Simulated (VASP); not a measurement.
# InP (F-43m) in VASP: notebook

Runs on InP. Level: r2SCAN. Tasks: single point.

All numbers are computed with VASP 6.6.1; they aren't measurements. Logs are shortened: lines on timing, memory, paths and dates and some standing lists are left out, and cuts for length are marked.

### Step 1. The cell of the first run

Symmetry: F-43m, No. 216, cubic system. Conventional cell: a = 5.861 Å, b = 5.861 Å, c = 5.861 Å, α = 90.00°, β = 90.00°, γ = 90.00°. In (site symmetry -43m) has 4 P at 2.54 Å within 3.3 Å. Within 3.3 Å of P (site symmetry -43m) lie 4 In at 2.54 Å.

### Step 2. Single point, r2SCAN

POSCAR reads:

```
InP
1.0
    0.0000000000      2.9305000000      2.9305000000
    2.9305000000      0.0000000000      2.9305000000
    2.9305000000      2.9305000000      0.0000000000
In P
1 1
Direct
    0.0000000000      0.0000000000      0.0000000000
    0.2500000000      0.2500000000      0.2500000000
```

INCAR.step1 reads:

```
SYSTEM = InP
PREC = Accurate
ENCUT = 550
ISMEAR = -1
SIGMA = 0.02
LREAL = .False.
LASPH = .True.
NELM = 120
NBANDS = 16
GGA = PE
ALGO = Normal
EDIFF = 1E-5
LWAVE = .True.
LCHARG = .False.
GGA_COMPAT = .False.
```

INCAR.step2 reads:

```
SYSTEM = InP
PREC = Accurate
ENCUT = 550
EDIFF = 1E-6
ISMEAR = -1
SIGMA = 0.02
LREAL = .False.
LASPH = .True.
NELM = 120
ALGO = Normal
ISIF = 2
LWAVE = .False.
LCHARG = .False.
METAGGA = R2SCAN
LMIXTAU = .True.
NBANDS = 16
ISTART = 1
GGA_COMPAT = .False.
```

KPOINTS reads:

```
Automatic mesh
0
Gamma
  2 2 2
  0 0 0
```

Potentials or basis: VASP PAW PBE potentials, release 64 (In_d, P).

On the command line:

```sh
> cat potpaw_PBE.64/In_d/POTCAR potpaw_PBE.64/P/POTCAR > POTCAR
> cp INCAR.step1 INCAR
> mpirun -np 1 vasp_std > vasp.out
> cp INCAR.step2 INCAR
> mpirun -np 1 vasp_std > vasp.out
```

OUTCAR:

```text
SYSTEM = InP
   PREC = Accurate
   ENCUT = 550
   EDIFF = 1E-6
   ISMEAR = -1
   LREAL = .False.
   LASPH = .True.
   NELM = 120
   ISIF = 2
   METAGGA = R2SCAN
   ISTART = 1

 ion  position               nearest neighbor table
   1  0.000  0.000  0.000-   2 2.54   2 2.54   2 2.54   2 2.54
   2  0.250  0.250  0.250-   1 2.54   1 2.54   1 2.54   1 2.54

  LATTYP: Found a face centered cubic cell.
 ALAT       =     5.8610000000

  Lattice vectors:

 A1 = (   0.0000000000,   2.9305000000,   2.9305000000)
 A2 = (   2.9305000000,   0.0000000000,   2.9305000000)
 A3 = (   2.9305000000,   2.9305000000,   0.0000000000)

Analysis of symmetry for initial positions (statically):
=====================================================================
 Subroutine PRICEL returns:
 Original cell was already a primitive cell.

 Routine SETGRP: Setting up the symmetry group for a
 face centered cubic supercell.

 Subroutine GETGRP returns: Found 24 space group operations
 (whereof 24 operations were pure point group operations)
 out of a pool of 48 trial point group operations.

The static configuration has the point symmetry T_d .

Analysis of symmetry for dynamics (positions and initial velocities):
=====================================================================
 Subroutine PRICEL returns:
 Original cell was already a primitive cell.

 Routine SETGRP: Setting up the symmetry group for a
 face centered cubic supercell.

 Subroutine GETGRP returns: Found 24 space group operations
 (whereof 24 operations were pure point group operations)
 out of a pool of 48 trial point group operations.

The dynamic configuration has the point symmetry T_d .

 Subroutine INISYM returns: Found 24 space group operations
 (whereof 24 operations are pure point group operations),
 and found     1 'primitive' translations

----------------------------------------------------------------------------------------

                                     Primitive cell

  volume of cell :      50.3333

  direct lattice vectors                    reciprocal lattice vectors
     0.000000000  2.930500000  2.930500000    -0.170619348  0.170619348  0.170619348
     2.930500000  0.000000000  2.930500000     0.170619348 -0.170619348  0.170619348
     2.930500000  2.930500000  0.000000000     0.170619348  0.170619348 -0.170619348

  length of vectors
     4.144352845  4.144352845  4.144352845     0.295521380  0.295521380  0.295521380

  position of ions in fractional coordinates (direct lattice)
     0.000000000  0.000000000  0.000000000
     0.250000000  0.250000000  0.250000000

  ion indices of the primitive-cell ions
   primitive index   ion index
                 1           1
                 2           2

----------------------------------------------------------------------------------------

 KPOINTS: Automatic mesh

Automatic generation of k-mesh.
 Grid dimensions read from file:
 generate k-points for:    2    2    2

 Generating k-lattice:

  Cartesian coordinates                     Fractional coordinates (reciprocal lattice)
    -0.085309674  0.085309674  0.085309674     0.500000000  0.000000000  0.000000000
     0.085309674 -0.085309674  0.085309674     0.000000000  0.500000000  0.000000000
     0.085309674  0.085309674 -0.085309674     0.000000000  0.000000000  0.500000000

  Length of vectors
     0.147760690  0.147760690  0.147760690

  Shift w.r.t. Gamma in fractional coordinates (k-lattice)
     0.000000000  0.000000000  0.000000000

 Subroutine IBZKPT returns following result:
 ===========================================

 Found      3 irreducible k-points:

 Following reciprocal coordinates:
            Coordinates               Weight
  0.000000  0.000000  0.000000      1.000000
  0.500000  0.000000  0.000000      4.000000
  0.500000  0.500000  0.000000      3.000000
   k-points           NKPTS =      3   k-points in BZ     NKDIM =      3   number of bands    NBANDS=     16
   number of dos      NEDOS =    301   number of ions     NIONS =      2
   total plane-waves  NPLWV =  32768
   dimension x,y,z NGX =    32 NGY =   32 NGZ =   32
   dimension x,y,z NGXF=    64 NGYF=   64 NGZF=   64
   ions per type =               1   1
   NGX,Y,Z   is equivalent  to a cutoff of  12.84, 12.84, 12.84 a.u.
   NGXF,Y,Z  is equivalent  to a cutoff of  25.67, 25.67, 25.67 a.u.
 SYSTEM =  InP
   PREC   = accura    normal or accurate (medium, high low for compatibility)
   ISTART =      1    job   : 0-new  1-cont  2-samecut
   ICHARG =      0    charge: 1-file 2-atom 10-const
   ISPIN  =      1    spin polarized calculation?
   LNONCOLLINEAR =      F non collinear calculations
   LSORBIT =      F    spin-orbit coupling
   LASPH  =      T    aspherical Exc in radial PAW
   ENCUT  =  550.0 eV  40.42 Ry    6.36 a.u.   7.92  7.92  7.92*2*pi/ulx,y,z
   NELM   =    120;   NELMIN=  2; NELMDL=  0     # of ELM steps
   EDIFF  = 0.1E-05   stopping-criterion for ELM
   LREAL  =      F    real-space projection
[... 7 lines left out ...]
   TEBEG  =    0.0;   TEEND  =   0.0 temperature during run
   PSTRESS=    0.0 pullay stress
   NELECT =      18.0000    total number of electrons
   NUPDOWN=      -1.0000    fix difference up-down
   EMIN   =  10.00;   EMAX   =-10.00  energy-range for DOS
   EFERMI =   0.00;   METHOD = LEGACY
   ISMEAR =    -1;   SIGMA  =   0.02  broadening in eV -4-tet -1-fermi 0-gaus
   EFERMI_NEDOS =   21; number of points for ismear=-14 and -15
   IALGO  =     38    algorithm
   IMIX   =      4    mixing-type and parameters
     AMIX     =   0.40;   BMIX     =  1.00
     AMIX_MAG =   1.60;   BMIX_MAG =  1.00
  volume/ion in A,a.u.               =      25.17       169.83
  Fermi-wavevector in a.u.,A,eV,Ry     =   1.162021  2.195901 18.371846  1.350293
  Thomas-Fermi vector in A             =   2.298587
   LORBIT       =      0    0 simple, 1 ext, 2 COOP (PROOUT), +10 PAW based schemes
   METAGGA = R2SCAN    functional components
   LHFCALC =     F    Hartree Fock is set to
   AEXX    =    0.0000 exact exchange contribution
   IVDW    =     0    specifies the selected vdW correction
   LEPSILON=     F    determine dielectric tensor
   LRPA    =     F    only Hartree local field effects (RPA)
 non-spin polarized calculation
  energy-cutoff  :      550.00
  volume of cell :       50.33
 maximum number of plane-waves:      1476
 NGX is ok and might be reduce to    32
   NGX = 15   NGY = 15   NGZ = 15

 number of electron      18.0000005 magnetization

 Free energy of the ion-electron system (eV)
  ---------------------------------------------------
  ext. energy  EPLUGINS =         0.00000000
  ---------------------------------------------------
  free energy    TOTEN  =       -30.50014214 eV

  energy without entropy =      -30.50014214  energy(sigma->0) =      -30.50014214

 E-fermi :   5.8149     XC(G=0):  -9.7521

 val. band max:        5.3584489128   @ k =   0.0000   0.0000   0.0000
 cond. band min:       6.4335382642   @ k =   0.0000   0.0000   0.0000
 fundamental gap:      1.0750893514
 Fermi energy:         5.8148725961

 k-point     1 :       0.0000    0.0000    0.0000
  band No.  band energies     occupation
      1      -9.6936      2.00000
      2      -9.6936      2.00000
      3      -9.6936      2.00000
      4      -9.5284      2.00000
      5      -9.5283      2.00000
      6      -6.6581      2.00000
[... 8 lines left out ...]
     15      15.0858      0.00000
     16      15.0858      0.00000

 k-point     2 :       0.5000    0.0000    0.0000
  band No.  band energies     occupation
      1      -9.8036      2.00000
      2      -9.6520      2.00000
      3      -9.6520      2.00000
      4      -9.5145      2.00000
      5      -9.5145      2.00000
      6      -4.8243      2.00000
[... 8 lines left out ...]
     15      16.4105      0.00000
     16      16.4105      0.00000

 k-point     3 :       0.5000    0.5000    0.0000
  band No.  band energies     occupation
      1      -9.8717      2.00000
      2      -9.5847      2.00000
      3      -9.5847      2.00000
      4      -9.5791      2.00000
      5      -9.4916      2.00000
      6      -4.1120      2.00000
[... 8 lines left out ...]
     15      16.5152      0.00000
     16      17.6591      0.00000

------------------------ aborting loop because EDIFF is reached ----------------------------------------

  FORCE on cell =-STRESS in cart. coord.  units (eV):
  Direction    XX          YY          ZZ          XY          YZ          ZX
  --------------------------------------------------------------------------------------
  -------------------------------------------------------------------------------------
  Total        1.7825302      1.7825302      1.7825302      0.0000000      0.0000000      0.0000000
  in kB       56.7403877     56.7403877     56.7403877      0.0000000      0.0000000      0.0000000
  external PRESSURE =      56.7403877 kB  Pullay stress =       0.0000000 kB

 VOLUME and BASIS-vectors are now :
 -----------------------------------------------------------------------------
  energy-cutoff  :      550.00
  volume of cell :       50.33
      direct lattice vectors                 reciprocal lattice vectors
     0.000000000  2.930500000  2.930500000    -0.170619348  0.170619348  0.170619348
     2.930500000  0.000000000  2.930500000     0.170619348 -0.170619348  0.170619348
     2.930500000  2.930500000  0.000000000     0.170619348  0.170619348 -0.170619348

 POSITION                                       TOTAL-FORCE (eV/Angst)
 -----------------------------------------------------------------------------------
      0.00000      0.00000      0.00000         0.000000      0.000000      0.000000
      1.46525      1.46525      1.46525        -0.000000     -0.000000     -0.000000
 -----------------------------------------------------------------------------------
    total drift:                               -0.000000     -0.000000      0.000000

  FREE ENERGIE OF THE ION-ELECTRON SYSTEM (eV)
  ---------------------------------------------------
  free  energy   TOTEN  =       -30.5001421354 eV

  energy  without entropy=      -30.5001421354  energy(sigma->0) =      -30.50014214
```

It took 19 s on 1 thread of AMD EPYC 7R13 (Zen 3), shared host; peak memory 0.15 GiB.

Results:

```
Free energy            : -30.5001 eV
Pressure               : 5.7 GPa
Band gap on the k mesh : 1.08 eV, direct
```

Levels at points of the mesh, in eV from the valence-band top:
```csv
k point,band 7,band 8,band 9,band 10,band 11,band 12
"(0.00, 0.00, 0.00)",0.00,0.00,0.00,1.08,4.23,4.23
"(0.50, 0.00, 0.00)",-6.03,-1.04,-1.04,1.71,4.94,4.94
"(0.50, 0.50, 0.00)",-6.05,-2.49,-2.49,1.74,2.35,9.85
```

Caveat: the k points lie up to 0.93 Å⁻¹ apart; the PAW data sets were made with another functional, which shifts forces and pressure a little; spin-orbit coupling is left out, which moves the levels of the heavy elements. r2SCAN opens gaps a little over a GGA but as a rule still falls short of measured ones.

### Step 3. Single point, r2SCAN

POSCAR is that of step 2.

INCAR.step1 reads:

```
SYSTEM = InP
PREC = Accurate
ENCUT = 550
ISMEAR = -1
SIGMA = 0.02
LREAL = .FALSE.
LASPH = .TRUE.
NELM = 120
NBANDS = 16
GGA = PE
ALGO = Normal
EDIFF = 1E-5
LWAVE = .TRUE.
LCHARG = .FALSE.
GGA_COMPAT = .FALSE.
```

INCAR.step2 reads:

```
SYSTEM = InP
PREC = Accurate
ENCUT = 550
EDIFF = 1E-6
ISMEAR = -1
SIGMA = 0.02
LREAL = .FALSE.
LASPH = .TRUE.
NELM = 120
ALGO = Normal
ISIF = 2
LWAVE = .FALSE.
LCHARG = .TRUE.
METAGGA = R2SCAN
LMIXTAU = .TRUE.
LELF = .TRUE.
LVHAR = .TRUE.
NBANDS = 16
ISTART = 1
GGA_COMPAT = .FALSE.
```

KPOINTS reads:

```
regular mesh
0
G
  4 4 4
  0 0 0
```

Potentials or basis: VASP PAW PBE potentials, release 64 (In_d, P).

On the command line:

```sh
> cat potpaw_PBE.64/In_d/POTCAR potpaw_PBE.64/P/POTCAR > POTCAR
> cp INCAR.step1 INCAR
> mpirun -np 1 vasp_std > vasp.out
> cp INCAR.step2 INCAR
> mpirun -np 1 vasp_std > vasp.out
```

OUTCAR:

```text
SYSTEM = InP
   PREC = Accurate
   ENCUT = 550
   EDIFF = 1E-6
   ISMEAR = -1
   LREAL = .FALSE.
   LASPH = .TRUE.
   NELM = 120
   ISIF = 2
   METAGGA = R2SCAN
   ISTART = 1

 ion  position               nearest neighbor table
   1  0.000  0.000  0.000-   2 2.54   2 2.54   2 2.54   2 2.54
   2  0.250  0.250  0.250-   1 2.54   1 2.54   1 2.54   1 2.54

  LATTYP: Found a face centered cubic cell.
 ALAT       =     5.8610000000

  Lattice vectors:

 A1 = (   0.0000000000,   2.9305000000,   2.9305000000)
 A2 = (   2.9305000000,   0.0000000000,   2.9305000000)
 A3 = (   2.9305000000,   2.9305000000,   0.0000000000)

Analysis of symmetry for initial positions (statically):
=====================================================================
 Subroutine PRICEL returns:
 Original cell was already a primitive cell.

 Routine SETGRP: Setting up the symmetry group for a
 face centered cubic supercell.

 Subroutine GETGRP returns: Found 24 space group operations
 (whereof 24 operations were pure point group operations)
 out of a pool of 48 trial point group operations.

The static configuration has the point symmetry T_d .

[... 141 lines left out ...]

 E-fermi :   5.4881     XC(G=0):  -9.8683

 val. band max:        5.0499627964   @ k =   0.0000   0.0000   0.0000
 cond. band min:       6.2089097591   @ k =   0.0000   0.0000   0.0000
 fundamental gap:      1.1589469627
 Fermi energy:         5.4881478221

 k-point     1 :       0.0000    0.0000    0.0000
  band No.  band energies     occupation
      1      -9.6479      2.00000
      2      -9.6479      2.00000
      3      -9.6479      2.00000
      4      -9.4701      2.00000
      5      -9.4701      2.00000
      6      -6.9519      2.00000
[... 129 lines left out ...]
      3      -9.5421      2.00000
      4      -9.4932      2.00000
      5      -9.4537      2.00000
      6      -4.3780      2.00000
[... 8 lines left out ...]
     15      16.9589      0.00000
     16      17.7751      0.00000

------------------------ aborting loop because EDIFF is reached ----------------------------------------

  FORCE on cell =-STRESS in cart. coord.  units (eV):
  Direction    XX          YY          ZZ          XY          YZ          ZX
  --------------------------------------------------------------------------------------
  -------------------------------------------------------------------------------------
  Total        0.5608663      0.5608663      0.5608663      0.0000000      0.0000000     -0.0000000
  in kB       17.8531444     17.8531444     17.8531444      0.0000000      0.0000000     -0.0000000
  external PRESSURE =      17.8531444 kB  Pullay stress =       0.0000000 kB

 VOLUME and BASIS-vectors are now :
 -----------------------------------------------------------------------------
  energy-cutoff  :      550.00
  volume of cell :       50.33
      direct lattice vectors                 reciprocal lattice vectors
     0.000000000  2.930500000  2.930500000    -0.170619348  0.170619348  0.170619348
     2.930500000  0.000000000  2.930500000     0.170619348 -0.170619348  0.170619348
     2.930500000  2.930500000  0.000000000     0.170619348  0.170619348 -0.170619348

 POSITION                                       TOTAL-FORCE (eV/Angst)
 -----------------------------------------------------------------------------------
      0.00000      0.00000      0.00000         0.000000     -0.000000     -0.000000
      1.46525      1.46525      1.46525        -0.000000      0.000000      0.000000
 -----------------------------------------------------------------------------------
    total drift:                               -0.000000     -0.000000      0.000000

  FREE ENERGIE OF THE ION-ELECTRON SYSTEM (eV)
  ---------------------------------------------------
  free  energy   TOTEN  =       -32.1927468541 eV

  energy  without entropy=      -32.1927468540  energy(sigma->0) =      -32.19274685
```

OUTCAR.step1:

```text
SYSTEM = InP
   PREC = Accurate
   ENCUT = 550
   ISMEAR = -1
   LREAL = .FALSE.
   LASPH = .TRUE.
[... 353 lines left out ...]
      0.00000      0.00000      0.00000        -0.000000     -0.000000     -0.000000
      1.46525      1.46525      1.46525         0.000000      0.000000      0.000000
 -----------------------------------------------------------------------------------
    total drift:                               -0.000000     -0.000000      0.000000

  FREE ENERGIE OF THE ION-ELECTRON SYSTEM (eV)
  ---------------------------------------------------
  free  energy   TOTEN  =        -8.2719508942 eV

  energy  without entropy=       -8.2719508931  energy(sigma->0) =       -8.27195089
```

OSZICAR.step1:

```text
N       E                     dE             d eps       ncg     rms          rms(c)
DAV:   1     0.113213829726E+03    0.11321E+03   -0.87275E+03   256   0.133E+03
DAV:   2    -0.603654202936E+00   -0.11382E+03   -0.10718E+03   288   0.305E+02
DAV:   3    -0.850199841448E+01   -0.78983E+01   -0.78643E+01   320   0.783E+01
DAV:   4    -0.871451443445E+01   -0.21252E+00   -0.21240E+00   360   0.138E+01
DAV:   5    -0.872717940423E+01   -0.12665E-01   -0.12665E-01   336   0.286E+00    0.574E+00
DAV:   6    -0.830296005096E+01    0.42422E+00   -0.64869E-01   416   0.132E+01    0.343E+00
DAV:   7    -0.826974601939E+01    0.33214E-01   -0.16951E-01   368   0.333E+00    0.127E+00
DAV:   8    -0.827090052599E+01   -0.11545E-02   -0.17500E-02   312   0.155E+00    0.337E-01
DAV:   9    -0.827168739179E+01   -0.78687E-03   -0.14135E-03   320   0.385E-01    0.163E-01
DAV:  10    -0.827186674892E+01   -0.17936E-03   -0.26938E-04   336   0.233E-01    0.103E-01
DAV:  11    -0.827195259751E+01   -0.85849E-04   -0.15889E-04   264   0.123E-01    0.588E-02
DAV:  12    -0.827195089417E+01    0.17033E-05   -0.92909E-06   240   0.249E-02
   1 F= -.82719509E+01 E0= -.82719509E+01  d E =-.104036E-08
```

Run time: 27 s. Hardware: 1 thread of AMD EPYC 7R13 (Zen 3), shared host; peak memory 0.15 GiB.

What came out:

```yaml
Free_energy: -32.1927 eV
Pressure: 1.8 GPa
Band_gap_on_the_k_mesh: 1.16 eV, direct
```

Caveat: the k points lie up to 0.46 Å⁻¹ apart; the PAW data sets were made with another functional, which shifts forces and pressure a little; spin-orbit coupling is left out, which moves the levels of the heavy elements. r2SCAN opens gaps a little over a GGA but as a rule still falls short of measured ones.
